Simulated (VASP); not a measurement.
# Al (Fm-3m) in VASP: further runs

Al is run at these levels: PBE; tasks: single point.

Everything below comes from runs of VASP 6.6.1. Logs are shortened: lines on timing, memory, paths and dates and some standing lists are left out, and cuts for length are marked.

## Step 1: The cell of the first run

It takes space group Fm-3m (No. 225, cubic). The conventional cell has a = 3.981 Å, b = 3.981 Å, c = 3.981 Å, α = 90.00°, β = 90.00°, γ = 90.00°. Al (site symmetry m-3m) has 12 Al at 2.81 Å within 3.7 Å.

## Step 2: Single point, PBE

File INCAR:

```
SYSTEM = Al
ALGO = Normal
EDIFF = 1E-6
ENCUT = 520
GGA = PE
ISIF = 2
ISMEAR = -1
LASPH = .TRUE.
LCHARG = .FALSE.
LREAL = .FALSE.
LWAVE = .FALSE.
NBANDS = 8
NELM = 60
PREC = Accurate
SIGMA = 0.1
```

File KPOINTS:

```
k-points
0
G
  12 12 12
  0 0 0
```

File POSCAR:

```
Al
1.0
    0.0000000000      1.9904796400      1.9904796400
    1.9904796400      0.0000000000      1.9904796400
    1.9904796400      1.9904796400      0.0000000000
Al
1
Direct
    0.0000000000      0.0000000000      0.0000000000
```

Potentials or basis: VASP PAW PBE potentials, release 64 (Al).

On the command line:

```bash
> cat potpaw_PBE.64/Al/POTCAR > POTCAR
> mpirun -np 1 vasp_std > vasp.out
```

OUTCAR:

```text
SYSTEM = Al
   EDIFF = 1E-6
   ENCUT = 520
   GGA = PE
   ISIF = 2
   ISMEAR = -1
   LASPH = .TRUE.
   LREAL = .FALSE.
   NELM = 60
   PREC = Accurate

 ion  position               nearest neighbor table
   1  0.000  0.000  0.000-

  LATTYP: Found a face centered cubic cell.
 ALAT       =     3.9809592800

  Lattice vectors:

 A1 = (   0.0000000000,   1.9904796400,   1.9904796400)
 A2 = (   1.9904796400,   0.0000000000,   1.9904796400)
 A3 = (   1.9904796400,   1.9904796400,   0.0000000000)

Analysis of symmetry for initial positions (statically):
=====================================================================
 Subroutine PRICEL returns:
 Original cell was already a primitive cell.

 Routine SETGRP: Setting up the symmetry group for a
 face centered cubic supercell.

 Subroutine GETGRP returns: Found 48 space group operations
 (whereof 48 operations were pure point group operations)
 out of a pool of 48 trial point group operations.

The static configuration has the point symmetry O_h .

Analysis of symmetry for dynamics (positions and initial velocities):
=====================================================================
 Subroutine PRICEL returns:
 Original cell was already a primitive cell.

 Routine SETGRP: Setting up the symmetry group for a
 face centered cubic supercell.

 Subroutine GETGRP returns: Found 48 space group operations
 (whereof 48 operations were pure point group operations)
 out of a pool of 48 trial point group operations.

The dynamic configuration has the point symmetry O_h .

 Subroutine INISYM returns: Found 48 space group operations
 (whereof 48 operations are pure point group operations),
 and found     1 'primitive' translations

----------------------------------------------------------------------------------------

                                     Primitive cell

  volume of cell :      15.7726

  direct lattice vectors                    reciprocal lattice vectors
     0.000000000  1.990479640  1.990479640    -0.251195737  0.251195737  0.251195737
     1.990479640  0.000000000  1.990479640     0.251195737 -0.251195737  0.251195737
     1.990479640  1.990479640  0.000000000     0.251195737  0.251195737 -0.251195737

  length of vectors
     2.814963303  2.814963303  2.814963303     0.435083779  0.435083779  0.435083779

  position of ions in fractional coordinates (direct lattice)
     0.000000000  0.000000000  0.000000000

  ion indices of the primitive-cell ions
   primitive index   ion index
                 1           1

----------------------------------------------------------------------------------------

 KPOINTS: k-points

Automatic generation of k-mesh.
 Grid dimensions read from file:
 generate k-points for:   12   12   12

 Generating k-lattice:

  Cartesian coordinates                     Fractional coordinates (reciprocal lattice)
    -0.020932978  0.020932978  0.020932978     0.083333333  0.000000000  0.000000000
     0.020932978 -0.020932978  0.020932978     0.000000000  0.083333333  0.000000000
     0.020932978  0.020932978 -0.020932978     0.000000000  0.000000000  0.083333333

  Length of vectors
     0.036256982  0.036256982  0.036256982

  Shift w.r.t. Gamma in fractional coordinates (k-lattice)
     0.000000000  0.000000000  0.000000000

 Subroutine IBZKPT returns following result:
 ===========================================

 Found     72 irreducible k-points:

 Following reciprocal coordinates:
            Coordinates               Weight
  0.000000  0.000000  0.000000      1.000000
  0.083333  0.000000  0.000000      8.000000
  0.166667  0.000000  0.000000      8.000000
  0.250000  0.000000  0.000000      8.000000
  0.333333  0.000000  0.000000      8.000000
  0.416667  0.000000  0.000000      8.000000
[... 16 lines left out ...]
  0.500000  0.166667  0.000000     24.000000
 -0.416667  0.166667  0.000000     24.000000
 [... further k-points ...]
   k-points           NKPTS =     72   k-points in BZ     NKDIM =     72   number of bands    NBANDS=      8
   number of dos      NEDOS =    301   number of ions     NIONS =      1
   total plane-waves  NPLWV =  13824
   dimension x,y,z NGX =    24 NGY =   24 NGZ =   24
   dimension x,y,z NGXF=    48 NGYF=   48 NGZF=   48
   ions per type =               1
   NGX,Y,Z   is equivalent  to a cutoff of  14.17, 14.17, 14.17 a.u.
   NGXF,Y,Z  is equivalent  to a cutoff of  28.35, 28.35, 28.35 a.u.
 SYSTEM =  Al
   PREC   = accura    normal or accurate (medium, high low for compatibility)
   ISTART =      0    job   : 0-new  1-cont  2-samecut
   ICHARG =      2    charge: 1-file 2-atom 10-const
   ISPIN  =      1    spin polarized calculation?
   LNONCOLLINEAR =      F non collinear calculations
   LSORBIT =      F    spin-orbit coupling
   LASPH  =      T    aspherical Exc in radial PAW
   ENCUT  =  520.0 eV  38.22 Ry    6.18 a.u.   5.23  5.23  5.23*2*pi/ulx,y,z
   NELM   =     60;   NELMIN=  2; NELMDL= -5     # of ELM steps
   EDIFF  = 0.1E-05   stopping-criterion for ELM
   LREAL  =      F    real-space projection
   EDIFFG = 0.1E-04   stopping-criterion for IOM
   NSW    =      0    number of steps for IOM
   IBRION =     -1    ionic relax: 0-MD 1-quasi-New 2-CG
   NFREE  =      0    steps in history (QN), initial steepest desc. (CG)
   ISIF   =      2    stress and relaxation
   ISYM   =      2    0-nonsym 1-usesym 2-fastsym
   POTIM  = 0.5000    time-step for ionic-motion
   TEBEG  =    0.0;   TEEND  =   0.0 temperature during run
   PSTRESS=    0.0 pullay stress
   NELECT =       3.0000    total number of electrons
   NUPDOWN=      -1.0000    fix difference up-down
   EMIN   =  10.00;   EMAX   =-10.00  energy-range for DOS
   EFERMI =   0.00;   METHOD = LEGACY
   ISMEAR =    -1;   SIGMA  =   0.10  broadening in eV -4-tet -1-fermi 0-gaus
   EFERMI_NEDOS =   21; number of points for ismear=-14 and -15
   IALGO  =     38    algorithm
   IMIX   =      4    mixing-type and parameters
     AMIX     =   0.40;   BMIX     =  1.00
     AMIX_MAG =   1.60;   BMIX_MAG =  1.00
  volume/ion in A,a.u.               =      15.77       106.44
  Fermi-wavevector in a.u.,A,eV,Ry     =   0.941487  1.779152 12.060166  0.886397
  Thomas-Fermi vector in A             =   2.069002
   LORBIT       =      0    0 simple, 1 ext, 2 COOP (PROOUT), +10 PAW based schemes
   GGA     = PE    functional components
   LHFCALC =     F    Hartree Fock is set to
   AEXX    =    0.0000 exact exchange contribution
   IVDW    =     0    specifies the selected vdW correction
   LEPSILON=     F    determine dielectric tensor
   LRPA    =     F    only Hartree local field effects (RPA)
 non-spin polarized calculation
  energy-cutoff  :      520.00
  volume of cell :       15.77
 maximum number of plane-waves:       444
 NGX is ok and might be reduce to    24
   NGX = 11   NGY = 11   NGZ = 11

 number of electron       3.0000000 magnetization

 Free energy of the ion-electron system (eV)
  ---------------------------------------------------
  ext. energy  EPLUGINS =         0.00000000
  ---------------------------------------------------
  free energy    TOTEN  =        -3.75096008 eV

  energy without entropy =       -3.73779838  energy(sigma->0) =       -3.74437923

 E-fermi :   8.3731     XC(G=0): -10.3605

 val. band max:        8.2731141292   @ k =  -0.3333   0.4167   0.0833
 cond. band min:       8.4115523315   @ k =  -0.4167   0.4167   0.0833
 fundamental gap:      0.1384382023
 Fermi energy:         8.3730702302

 k-point     1 :       0.0000    0.0000    0.0000
  band No.  band energies     occupation
      1      -2.9708      2.00000
      2      21.3514      0.00000
      3      21.3514      0.00000
      4      21.3514      0.00000
      5      23.1920      0.00000
      6      23.1920      0.00000
      7      23.1920      0.00000
      8      25.2754      0.00000

 k-point     2 :       0.0833    0.0000    0.0000
  band No.  band energies     occupation
      1      -2.7764      2.00000
      2      18.7387      0.00000
      3      20.8379      0.00000
      4      20.8379      0.00000
      5      23.7507      0.00000
      6      24.0094      0.00000
      7      24.0094      0.00000
      8      27.1942      0.00000

 k-point     3 :       0.1667    0.0000    0.0000
  band No.  band energies     occupation
      1      -2.1947      2.00000
      2      15.2955      0.00000
      3      20.1554      0.00000
      4      20.1554      0.00000
      5      23.5196      0.00000
      6      25.0812      0.00000
      7      25.0812      0.00000
      8      26.1670      0.00000

 k-point     4 :       0.2500    0.0000    0.0000
  band No.  band energies     occupation
      1      -1.2308      2.00000
      2      12.0106      0.00000
      3      19.7157      0.00000
      4      19.7157      0.00000
      5      23.2625      0.00000
      6      23.6791      0.00000
      7      23.6791      0.00000
      8      27.7855      0.00000

 k-point     5 :       0.3333    0.0000    0.0000
  band No.  band energies     occupation
      1       0.1074      2.00000
      2       8.9899      0.00418
      3      19.5773      0.00000
      4      19.5773      0.00000
      5      22.2425      0.00000
      6      22.2425      0.00000
      7      23.2233      0.00000
      8      26.3296      0.00000
[... 177 lines left out ...]
 k-point    22 :       0.4167    0.1667    0.0000
  band No.  band energies     occupation
      1       1.3057      2.00000
      2       8.6717      0.09608
      3      15.9684      0.00000
      4      16.6514      0.00000
      5      18.4218      0.00000
      6      25.7975      0.00000
      7      25.9274      0.00000
      8      28.8967      0.00000

 k-point    23 :       0.5000    0.1667    0.0000
  band No.  band energies     occupation
      1       3.1110      2.00000
      2       6.0868      2.00000
      3      14.8805      0.00000
      4      16.9332      0.00000
      5      18.7612      0.00000
      6      24.9238      0.00000
      7      27.3987      0.00000
      8      29.3010      0.00000

 k-point    24 :      -0.4167    0.1667    0.0000
  band No.  band energies     occupation
      1       3.7837      2.00000
      2       5.2988      2.00000
      3      14.1363      0.00000
      4      17.5453      0.00000
      5      19.4440      0.00000
      6      24.2152      0.00000
      7      27.0574      0.00000
      8      30.0146      0.00000

 [... further k-points ...]
[... 5 lines left out ...]
  --------------------------------------------------------------------------------------
  -------------------------------------------------------------------------------------
  Total        0.3931458      0.3931458      0.3931458      0.0000000     -0.0000000     -0.0000000
  in kB       39.9356704     39.9356704     39.9356704      0.0000000     -0.0000000     -0.0000000
  external PRESSURE =      39.9356704 kB  Pullay stress =       0.0000000 kB

 VOLUME and BASIS-vectors are now :
 -----------------------------------------------------------------------------
  energy-cutoff  :      520.00
  volume of cell :       15.77
      direct lattice vectors                 reciprocal lattice vectors
     0.000000000  1.990479640  1.990479640    -0.251195737  0.251195737  0.251195737
     1.990479640  0.000000000  1.990479640     0.251195737 -0.251195737  0.251195737
     1.990479640  1.990479640  0.000000000     0.251195737  0.251195737 -0.251195737

 POSITION                                       TOTAL-FORCE (eV/Angst)
 -----------------------------------------------------------------------------------
      0.00000      0.00000      0.00000         0.000000      0.000000     -0.000000
 -----------------------------------------------------------------------------------
    total drift:                               -0.000000     -0.000000     -0.000000

  FREE ENERGIE OF THE ION-ELECTRON SYSTEM (eV)
  ---------------------------------------------------
  free  energy   TOTEN  =        -3.7509600848 eV

  energy  without entropy=       -3.7377983796  energy(sigma->0) =       -3.74437923
```

Run time: 5.5 s. Hardware: 1 thread of Intel Xeon 6975P-C, shared host; peak memory 0.13 GiB.

Results:

* Free energy: -3.7510 eV
* Pressure: 4.0 GPa

## Step 3: Single point, PBE

This run uses another cell than the first one, of 16.77 Å³/atom, 1.063 times its volume.

File INCAR:

```
SYSTEM = Al
ALGO = Normal
EDIFF = 1E-6
ENCUT = 520
GGA = PE
ISIF = 2
ISMEAR = -1
LASPH = .True.
LCHARG = .False.
LREAL = .False.
LWAVE = .False.
NBANDS = 8
NELM = 100
PREC = Accurate
SIGMA = 0.1
```

File KPOINTS:

```
k-points
0
Gamma
  12 12 12
  0 0 0
```

File POSCAR:

```
Al
1.0
    0.0000000000      2.0315319763      2.0315319763
    2.0315319763      0.0000000000      2.0315319763
    2.0315319763      2.0315319763      0.0000000000
Al
1
Direct
    0.0000000000      0.0000000000      0.0000000000
```

Potentials or basis: VASP PAW PBE potentials, release 64 (Al).

On the command line:

```bash
> cat potpaw_PBE.64/Al/POTCAR > POTCAR
> mpirun -np 1 vasp_std > vasp.out
```

Run time: 5.6 s. Hardware: 1 thread of Intel Xeon 6975P-C, shared host; peak memory 0.13 GiB.

It converged, with:

```yaml
Free_energy: -3.7589 eV
Pressure: -1.2 GPa
```

Levels at points of the mesh, in eV from the Fermi level:
```
           k point  band 1  band 2  band 3  band 4  band 5
(0.00, 0.00, 0.00)  -10.92   12.63   12.63   12.63   14.00
(0.50, 0.00, 0.00)   -4.43   -4.26   11.34   11.34   11.49
(0.50, 0.50, 0.00)   -2.78   -1.50    5.36    5.62    5.62
```

## Step 4: Single point, PBE

This run uses another cell than the first one, of 17.76 Å³/atom, 1.126 times its volume.

File INCAR:

```
SYSTEM = Al
ALGO = Normal
EDIFF = 1E-6
ENCUT = 520
GGA = PE
ISIF = 2
ISMEAR = -1
LASPH = .TRUE.
LCHARG = .TRUE.
LELF = .TRUE.
LREAL = .FALSE.
LVHAR = .TRUE.
LWAVE = .FALSE.
NBANDS = 8
NELM = 100
PREC = Accurate
SIGMA = 0.1
```

File KPOINTS:

```
k-points
0
G
  12 12 12
  0 0 0
```

File POSCAR:

```
Al
1.0
    0.0000000000      2.0709890238      2.0709890238
    2.0709890238      0.0000000000      2.0709890238
    2.0709890238      2.0709890238      0.0000000000
Al
1
Direct
    0.0000000000      0.0000000000      0.0000000000
```

On the command line:

```bash
> cat potpaw_PBE.64/Al/POTCAR > POTCAR
> mpirun -np 1 vasp_std > vasp.out
```

Wall time 6.6 s (1 thread of Intel Xeon 6975P-C, shared host); peak memory 0.13 GiB.

The run converged. Its results:

```
Free energy : -3.7396 eV
Pressure    : -4.9 GPa
```

Levels at points of the mesh, in eV from the Fermi level:
```tsv
k point	band 1	band 2	band 3	band 4	band 5
(0.00, 0.00, 0.00)	-10.53	12.32	12.32	12.32	13.27
(0.50, 0.00, 0.00)	-4.20	-4.18	10.75	10.75	11.23
(0.50, 0.50, 0.00)	-2.65	-1.50	5.34	5.36	5.36
```

## Step 5: The runs side by side

| cell | gap on the mesh (eV) | pressure (GPa) |
| --- | --- | --- |
| a = 2.815 Å, angles 60.0°, 1 atom | none | 4.0 |
| a = 2.873 Å, angles 60.0°, 1 atom | none | -1.2 |
| a = 2.929 Å, angles 60.0°, 1 atom | none | -4.9 |

Alike in all rows: task single point; level PBE; potentials or basis VASP PAW PBE potentials, release 64 (Al); no spin polarisation; k mesh 12 × 12 × 12; cutoff (eV) 520; smearing fermi-dirac 0.1 eV.

Absolute energies hang on the potentials; compare differences alone.
